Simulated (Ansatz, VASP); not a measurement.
# Two plane-wave programs on GaSb

The input INCAR:

```
SYSTEM = GaSb
  PREC = Accurate
  ENCUT = 520
  EDIFF = 1E-7
  ISMEAR = 0
  SIGMA = 0.15
  LREAL = .FALSE.
  LASPH = .TRUE.
  NELM = 80
  ALGO = Normal
  ISIF = 2
  LWAVE = .FALSE.
  LCHARG = .TRUE.
  GGA = PS
  LELF = .TRUE.
  LVHAR = .TRUE.
  NBANDS = 46
```

File KPOINTS:

```
Automatic mesh
0
G
  10 10 10
  0 0 0
```

POSCAR

```
GaSb
1.0
    6.1112281945      0.0000000000      0.0000000000
    0.0000000000     -6.1112281945      0.0000000000
    0.0000000000      0.0000000000     -6.1112281945
Ga Sb
4 4
Direct
    0.0000000000      0.0000000000      0.0000000000
    0.5000000000      0.5000000000      0.0000000000
    0.5000000000      0.0000000000      0.5000000000
    0.0000000000      0.5000000000      0.5000000000
    0.7500000000      0.7500000000      0.7500000000
    0.2500000000      0.2500000000      0.7500000000
    0.2500000000      0.7500000000      0.2500000000
    0.7500000000      0.2500000000      0.2500000000
```

Input for Ansatz:

```yaml
crystal:
  lattice:
    - [6.1112281945, 0.0, 0.0]
    - [0.0, -6.1112281945, 0.0]
    - [0.0, 0.0, -6.1112281945]
  atoms:
    - { symbol: Ga, position: [0.0, 0.0, 0.0] }
    - { symbol: Ga, position: [0.5, 0.5, 0.0] }
    - { symbol: Ga, position: [0.5, 0.0, 0.5] }
    - { symbol: Ga, position: [0.0, 0.5, 0.5] }
    - { symbol: Sb, position: [0.75, 0.75, 0.75] }
    - { symbol: Sb, position: [0.25, 0.25, 0.75] }
    - { symbol: Sb, position: [0.25, 0.75, 0.25] }
    - { symbol: Sb, position: [0.75, 0.25, 0.25] }
basis:
  ecutwfc: 420
kpoints:
  mp_grid: { grid: [10, 10, 10] }
hamiltonian:
  xc: pbesol
scf:
  occupations: { method: gaussian, width: 0.15 }
output:
  forces: true
  stress: true
  eigenvalues: true
  write_density: true
  write_potential: true
  elf: true
  volumetric_format: npy
```

Alike in both runs: task single point; functional PBEsol; k mesh 10 × 10 × 10; occupations gaussian, width 0.15 eV; no spin polarisation.

|  | VASP | Ansatz |
| --- | --- | --- |
| version | VASP 6.6.1 | Ansatz 0.2.0 |
| potentials or method | VASP PAW PBE potentials, release 64 (Ga_d, Sb), cutoff 520 eV | scalar-relativistic, plane waves, PAW |
| valence electrons in the cell | 72 | 112 |

```csv
,VASP,Ansatz,Ansatz less VASP
gap on the k mesh at the Fermi level (eV),none,none,-
pressure (GPa),0.1,0.0,-0.10
```

VASP's potentials were made for PBE, not for PBEsol. A gap of «none» marks a metal or a gap that the smearing closes. VASP's potentials hold 72 valence electrons a cell and Ansatz's 112, so a difference there can come from the potentials and not from the codes.

Spin-orbit coupling is off throughout.
